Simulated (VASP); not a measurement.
# TaN (Fm-3m) in VASP: further runs

TaN is run at these levels: PBE; tasks: single point.

Everything below comes from runs of VASP 6.6.1. Logs are shortened: lines on timing, memory, paths and dates and some standing lists are left out, and cuts for length are marked.

## 1. The cell of the first run

The structure is cubic, space group Fm-3m (No. 225). Conventional cell: a = 4.269 Å, b = 4.269 Å, c = 4.269 Å, α = 90.00°, β = 90.00°, γ = 90.00°. Ta (site symmetry m-3m) has 6 N at 2.13 Å within 2.8 Å. N (site symmetry m-3m) has 6 Ta at 2.13 Å within 2.8 Å.

## 2. Single point, PBE

INCAR reads:

```
SYSTEM = TaN
PREC     = Accurate       ! precision mode
ENCUT    = 520            ! plane-wave cutoff, eV
EDIFF    = 1E-6           ! SCF threshold, eV
ISMEAR   = 0              ! smearing method
SIGMA    = 0.1            ! smearing width, eV
LREAL    = .False.        ! projectors in reciprocal space
LASPH    = .True.         ! aspherical terms in the spheres
NELM     = 80             ! most SCF steps
ALGO     = Normal         ! electronic algorithm
ISIF     = 2              ! what is computed and relaxed
LWAVE    = .False.        ! write WAVECAR
LCHARG   = .True.         ! write CHGCAR
GGA      = PE             ! functional
LELF     = .True.         ! ELF
LVHAR    = .True.       
NBANDS   = 15             ! bands
```

KPOINTS reads:

```
Automatic mesh
0
Gamma
  11 11 11
  0 0 0
```

POSCAR reads:

```
TaN
1.0
    0.0000000000      2.1345181309      2.1345181309
    2.1345181309      0.0000000000      2.1345181309
    2.1345181309      2.1345181309      0.0000000000
Ta N
1 1
Direct
    0.5000000000      0.5000000000      0.5000000000
    0.0000000000      0.0000000000      0.0000000000
```

Potentials or basis: VASP PAW PBE potentials, release 64 (Ta_pv, N).

Run with:

```
> cat potpaw_PBE.64/Ta_pv/POTCAR potpaw_PBE.64/N/POTCAR > POTCAR
> mpirun -np 1 vasp_std > vasp.out
```

OUTCAR:

```text
SYSTEM = TaN
   PREC = Accurate
   ENCUT = 520
   EDIFF = 1E-6
   ISMEAR = 0
   LREAL = .False.
   LASPH = .True.
   NELM = 80
   ISIF = 2
   GGA = PE

 ion  position               nearest neighbor table
   1  0.500  0.500  0.500-   2 2.13   2 2.13   2 2.13   2 2.13   2 2.13   2 2.13
   2  0.000  0.000  0.000-   1 2.13   1 2.13   1 2.13   1 2.13   1 2.13   1 2.13

  LATTYP: Found a face centered cubic cell.
 ALAT       =     4.2690362618

  Lattice vectors:

 A1 = (   0.0000000000,   2.1345181309,   2.1345181309)
 A2 = (   2.1345181309,   0.0000000000,   2.1345181309)
 A3 = (   2.1345181309,   2.1345181309,   0.0000000000)

Analysis of symmetry for initial positions (statically):
[... 33 lines left out ...]
                                     Primitive cell

  volume of cell :      19.4504

  direct lattice vectors                    reciprocal lattice vectors
     0.000000000  2.134518131  2.134518131    -0.234244907  0.234244907  0.234244907
     2.134518131  0.000000000  2.134518131     0.234244907 -0.234244907  0.234244907
     2.134518131  2.134518131  0.000000000     0.234244907  0.234244907 -0.234244907

  length of vectors
     3.018664490  3.018664490  3.018664490     0.405724079  0.405724079  0.405724079

  position of ions in fractional coordinates (direct lattice)
     0.500000000  0.500000000  0.500000000
     0.000000000  0.000000000  0.000000000

  ion indices of the primitive-cell ions
   primitive index   ion index
                 1           1
                 2           2

----------------------------------------------------------------------------------------

 KPOINTS: Automatic mesh

Automatic generation of k-mesh.
 Grid dimensions read from file:
 generate k-points for:   11   11   11

 Generating k-lattice:

  Cartesian coordinates                     Fractional coordinates (reciprocal lattice)
    -0.021294992  0.021294992  0.021294992     0.090909091  0.000000000  0.000000000
     0.021294992 -0.021294992  0.021294992     0.000000000  0.090909091  0.000000000
     0.021294992  0.021294992 -0.021294992     0.000000000  0.000000000  0.090909091

  Length of vectors
     0.036884007  0.036884007  0.036884007

  Shift w.r.t. Gamma in fractional coordinates (k-lattice)
     0.000000000  0.000000000  0.000000000

 Subroutine IBZKPT returns following result:
 ===========================================

 Found     56 irreducible k-points:

 Following reciprocal coordinates:
            Coordinates               Weight
  0.000000  0.000000  0.000000      1.000000
  0.090909  0.000000  0.000000      8.000000
  0.181818  0.000000  0.000000      8.000000
  0.272727  0.000000  0.000000      8.000000
  0.363636  0.000000  0.000000      8.000000
  0.454545  0.000000  0.000000      8.000000
[... 16 lines left out ...]
 -0.272727  0.181818  0.000000     24.000000
 -0.181818  0.181818  0.000000     12.000000
 [... further k-points ...]
   k-points           NKPTS =     56   k-points in BZ     NKDIM =     56   number of bands    NBANDS=     15
   number of dos      NEDOS =    301   number of ions     NIONS =      2
   total plane-waves  NPLWV =  13824
   dimension x,y,z NGX =    24 NGY =   24 NGZ =   24
   dimension x,y,z NGXF=    48 NGYF=   48 NGZF=   48
   ions per type =               1   1
   NGX,Y,Z   is equivalent  to a cutoff of  13.22, 13.22, 13.22 a.u.
   NGXF,Y,Z  is equivalent  to a cutoff of  26.43, 26.43, 26.43 a.u.
 SYSTEM =  TaN
   PREC   = accura    normal or accurate (medium, high low for compatibility)
   ISTART =      0    job   : 0-new  1-cont  2-samecut
   ICHARG =      2    charge: 1-file 2-atom 10-const
   ISPIN  =      1    spin polarized calculation?
   LNONCOLLINEAR =      F non collinear calculations
   LSORBIT =      F    spin-orbit coupling
   LASPH  =      T    aspherical Exc in radial PAW
   ENCUT  =  520.0 eV  38.22 Ry    6.18 a.u.   5.61  5.61  5.61*2*pi/ulx,y,z
   NELM   =     80;   NELMIN=  2; NELMDL= -5     # of ELM steps
   EDIFF  = 0.1E-05   stopping-criterion for ELM
   LREAL  =      F    real-space projection
   EDIFFG = 0.1E-04   stopping-criterion for IOM
   NSW    =      0    number of steps for IOM
   IBRION =     -1    ionic relax: 0-MD 1-quasi-New 2-CG
   NFREE  =      0    steps in history (QN), initial steepest desc. (CG)
   ISIF   =      2    stress and relaxation
   ISYM   =      2    0-nonsym 1-usesym 2-fastsym
   POTIM  = 0.5000    time-step for ionic-motion
   TEBEG  =    0.0;   TEEND  =   0.0 temperature during run
   PSTRESS=    0.0 pullay stress
   NELECT =      16.0000    total number of electrons
   NUPDOWN=      -1.0000    fix difference up-down
   EMIN   =  10.00;   EMAX   =-10.00  energy-range for DOS
   EFERMI =   0.00;   METHOD = LEGACY
   ISMEAR =     0;   SIGMA  =   0.10  broadening in eV -4-tet -1-fermi 0-gaus
   EFERMI_NEDOS =   21; number of points for ismear=-14 and -15
   IALGO  =     38    algorithm
   IMIX   =      4    mixing-type and parameters
     AMIX     =   0.40;   BMIX     =  1.00
     AMIX_MAG =   1.60;   BMIX_MAG =  1.00
  volume/ion in A,a.u.               =       9.73        65.63
  Fermi-wavevector in a.u.,A,eV,Ry     =   1.533928  2.898704 32.013626  2.352935
  Thomas-Fermi vector in A             =   2.640927
   LORBIT       =      0    0 simple, 1 ext, 2 COOP (PROOUT), +10 PAW based schemes
   GGA     = PE    functional components
   LHFCALC =     F    Hartree Fock is set to
   AEXX    =    0.0000 exact exchange contribution
   IVDW    =     0    specifies the selected vdW correction
   LEPSILON=     F    determine dielectric tensor
   LRPA    =     F    only Hartree local field effects (RPA)
 non-spin polarized calculation
 Gauss-broadening in eV      SIGMA  =   0.10
  energy-cutoff  :      520.00
  volume of cell :       19.45
 maximum number of plane-waves:       534
   NGX = 11   NGY = 11   NGZ = 11

 number of electron      15.9999998 magnetization

 Free energy of the ion-electron system (eV)
  ---------------------------------------------------
  ext. energy  EPLUGINS =         0.00000000
  ---------------------------------------------------
  free energy    TOTEN  =       -21.55470639 eV

  energy without entropy =      -21.55262704  energy(sigma->0) =      -21.55366671

 E-fermi :  10.6351     XC(G=0): -13.9389

 val. band max:       10.5316869803   @ k =  -0.3636   0.2727   0.0909
 cond. band min:      10.6702918246   @ k =   0.0000   0.0000   0.0000
 fundamental gap:      0.1386048443
 Fermi energy:        10.6350683115

 k-point     1 :       0.0000    0.0000    0.0000
  band No.  band energies     occupation
      1     -25.0154      2.00000
      2     -25.0154      2.00000
      3     -25.0154      2.00000
      4      -9.0217      2.00000
      5       6.5022      2.00000
      6       6.5022      2.00000
      7       6.5022      2.00000
      8       8.2178      2.00000
      9       8.2178      2.00000
     10       8.2178      2.00000
     11      10.6703      0.61839
     12      10.6703      0.61838
     13      12.9157      0.00000
     14      20.0222      0.00000
     15      23.1567      0.00000

 k-point     2 :       0.0909    0.0000    0.0000
  band No.  band energies     occupation
      1     -25.1197      2.00000
      2     -25.0242      2.00000
      3     -25.0242      2.00000
      4      -8.7829      2.00000
      5       5.4888      2.00000
      6       5.7767      2.00000
      7       5.7767      2.00000
      8       8.5605      2.00000
      9       8.5605      2.00000
     10       8.6662      2.00000
     11      11.5494      0.00000
     12      11.5494      0.00000
     13      13.4884      0.00000
     14      20.7117      0.00000
     15      23.1565      0.00000

 k-point     3 :       0.1818    0.0000    0.0000
  band No.  band energies     occupation
      1     -25.3896      2.00000
      2     -25.0476      2.00000
      3     -25.0476      2.00000
      4      -8.1262      2.00000
      5       3.7444      2.00000
      6       4.5670      2.00000
      7       4.5670      2.00000
      8       9.2314      2.00000
      9       9.3352      2.00000
     10       9.3352      2.00000
     11      13.4152      0.00000
     12      13.4152      0.00000
     13      14.7751      0.00000
     14      22.4469      0.00000
     15      23.1559      0.00000

 k-point     4 :       0.2727    0.0000    0.0000
  band No.  band energies     occupation
      1     -25.7238      2.00000
      2     -25.0780      2.00000
      3     -25.0780      2.00000
      4      -7.2055      2.00000
      5       2.0073      2.00000
      6       3.5101      2.00000
      7       3.5101      2.00000
      8       9.9748      2.00000
      9      10.4466      1.99231
     10      10.4466      1.99231
     11      15.5274      0.00000
     12      15.5274      0.00000
     13      15.9775      0.00000
     14      23.1456      0.00000
     15      23.8602      0.00000

 k-point     5 :       0.3636    0.0000    0.0000
  band No.  band energies     occupation
      1     -26.0140      2.00000
      2     -25.1057      2.00000
      3     -25.1057      2.00000
      4      -6.2335      2.00000
      5       0.5321      2.00000
      6       2.7635      2.00000
      7       2.7635      2.00000
      8      11.1035      0.00000
      9      11.7016      0.00000
     10      11.7016      0.00000
     11      16.1622      0.00000
     12      17.4976      0.00000
     13      17.4976      0.00000
     14      23.1120      0.00000
     15      23.6802      0.00000

 k-point     6 :       0.4545    0.0000    0.0000
  band No.  band energies     occupation
      1     -26.1799      2.00000
      2     -25.1220      2.00000
      3     -25.1220      2.00000
      4      -5.5283      2.00000
      5      -0.4079      2.00000
      6       2.3805      2.00000
      7       2.3805      2.00000
      8      12.5010      0.00000
      9      12.6389      0.00000
     10      12.6389      0.00000
     11      15.0833      0.00000
     12      18.8890      0.00000
     13      18.8890      0.00000
     14      23.0991      0.00000
     15      23.7125      0.00000

 k-point     7 :       0.0909    0.0909    0.0000
  band No.  band energies     occupation
      1     -25.1142      2.00000
      2     -25.0469      2.00000
      3     -25.0469      2.00000
      4      -8.7137      2.00000
      5       4.7819      2.00000
      6       5.9910      2.00000
      7       5.9910      2.00000
      8       7.7687      2.00000
      9       9.2101      2.00000
     10       9.2101      2.00000
     11      10.8243      0.00743
[... 226 lines left out ...]
      4      -6.4198      2.00000
      5       0.9215      2.00000
      6       2.9456      2.00000
      7       3.4220      2.00000
      8       8.9197      2.00000
      9      13.2567      0.00000
     10      13.3227      0.00000
     11      16.2114      0.00000
     12      16.2467      0.00000
     13      19.4544      0.00000
     14      22.1429      0.00000
     15      23.1855      0.00000

 k-point    21 :      -0.4545    0.1818    0.0000
  band No.  band energies     occupation
      1     -26.0679      2.00000
      2     -25.3535      2.00000
      3     -25.1937      2.00000
      4      -6.0769      2.00000
      5       0.5046      2.00000
      6       2.8653      2.00000
      7       2.8930      2.00000
      8      10.4081      1.99867
      9      12.7604      0.00000
     10      12.9463      0.00000
     11      16.6603      0.00000
     12      18.0838      0.00000
     13      19.1972      0.00000
     14      21.9956      0.00000
     15      23.1797      0.00000

 k-point    22 :      -0.3636    0.1818    0.0000
  band No.  band energies     occupation
      1     -26.0190      2.00000
      2     -25.3829      2.00000
      3     -25.1511      2.00000
      4      -6.0740      2.00000
      5       0.4338      2.00000
      6       2.6625      2.00000
      7       3.1255      2.00000
      8      11.4661      0.00000
      9      11.9153      0.00000
     10      12.2170      0.00000
     11      15.7461      0.00000
     12      18.6499      0.00000
     13      19.1205      0.00000
     14      22.6344      0.00000
     15      23.2049      0.00000

 k-point    23 :      -0.2727    0.1818    0.0000
  band No.  band energies     occupation
      1     -25.8721      2.00000
      2     -25.3577      2.00000
      3     -25.1009      2.00000
      4      -6.4569      2.00000
      5       0.8701      2.00000
      6       2.7490      2.00000
      7       3.5604      2.00000
      8      10.7328      0.16710
      9      10.7928      0.02571
     10      12.8820      0.00000
     11      14.1492      0.00000
     12      17.7466      0.00000
     13      18.7119      0.00000
     14      23.0950      0.00000
     15      23.5219      0.00000

 k-point    24 :      -0.1818    0.1818    0.0000
  band No.  band energies     occupation
      1     -25.6857      2.00000
      2     -25.2669      2.00000
      3     -25.0590      2.00000
      4      -7.0794      2.00000
      5       1.7301      2.00000
      6       3.1388      2.00000
      7       4.0739      2.00000
      8       9.7897      2.00000
      9      10.2170      2.00000
     10      12.1942      0.00000
     11      12.8890      0.00000
     12      16.9362      0.00000
     13      17.2424      0.00000
     14      23.1483      0.00000
     15      24.6802      0.00000

 [... further k-points ...]
[... 5 lines left out ...]
  --------------------------------------------------------------------------------------
  -------------------------------------------------------------------------------------
  Total        5.2984030      5.2984030      5.2984030      0.0000000     -0.0000000      0.0000000
  in kB      436.4414890    436.4414890    436.4414890      0.0000000     -0.0000000      0.0000000
  external PRESSURE =     436.4414890 kB  Pullay stress =       0.0000000 kB

 VOLUME and BASIS-vectors are now :
 -----------------------------------------------------------------------------
  energy-cutoff  :      520.00
  volume of cell :       19.45
      direct lattice vectors                 reciprocal lattice vectors
     0.000000000  2.134518131  2.134518131    -0.234244907  0.234244907  0.234244907
     2.134518131  0.000000000  2.134518131     0.234244907 -0.234244907  0.234244907
     2.134518131  2.134518131  0.000000000     0.234244907  0.234244907 -0.234244907

 POSITION                                       TOTAL-FORCE (eV/Angst)
 -----------------------------------------------------------------------------------
      2.13452      2.13452      2.13452         0.000000      0.000000      0.000000
      0.00000      0.00000      0.00000        -0.000000     -0.000000     -0.000000
 -----------------------------------------------------------------------------------
    total drift:                                0.000000     -0.000000     -0.000000

  FREE ENERGIE OF THE ION-ELECTRON SYSTEM (eV)
  ---------------------------------------------------
  free  energy   TOTEN  =       -21.5547063892 eV

  energy  without entropy=      -21.5526270364  energy(sigma->0) =      -21.55366671
```

Wall time 17 s (1 thread of AMD EPYC 7R13 (Zen 3), shared host); peak memory 0.12 GiB.

What came out:

```yaml
Free_energy: -21.5547 eV
Pressure: 43.6 GPa
Band_gap_on_the_k_mesh: zero (band 8 reaches 12.50 eV, above the bottom of band 9 at 8.22 eV)
```

Levels at points of the mesh, in eV from the Fermi level:
| k point | band 5 | band 6 | band 7 | band 8 | band 9 | band 10 | band 11 | band 12 |
| --- | --- | --- | --- | --- | --- | --- | --- | --- |
| (0.00, 0.00, 0.00) | -4.13 | -4.13 | -4.13 | -2.42 | -2.42 | -2.42 | 0.04 | 0.04 |

Caveat: spin-orbit coupling is left out, which moves the levels of the heavy elements.

(Continued in part 2 of 2.)
